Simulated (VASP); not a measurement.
Ti:

```
Ti
1.0
     0.00000    2.04344    2.04344
     2.04344    0.00000    2.04344
     2.04344    2.04344    0.00000
Ti
1
Cartesian
  0.0000 0.0000 0.0000
```

Base run:

- Program: VASP 6.6.1
- Functional: r2SCAN
- Potentials or basis: VASP PAW PBE potentials, release 64 (Ti_sv)
- Cutoff: 520 eV
- k mesh: 11 × 11 × 11
- Occupations: fermi-dirac, width 0.05 eV
- Spin: no spin polarisation

Its results: band gap on the k mesh zero (band 6 reaches 9.44 eV, above the bottom of band 7 at 8.14 eV); pressure 2.3 GPa.

Question: The run is repeated on the same cell with these changes: functional from r2SCAN to PBEsol; further incar settings from ALGO = Normal; EDIFF = 1e-07; NBANDS = 12 to ALGO = Fast; EDIFF = 1e-07; NBANDS = 12. What comes out?

Answer: Band gap on the k mesh zero (band 6 reaches 9.18 eV, above the bottom of band 7 at 8.01 eV); pressure -2.9 GPa.

Caveats: the PAW data sets were made with another functional, which shifts forces and pressure a little.
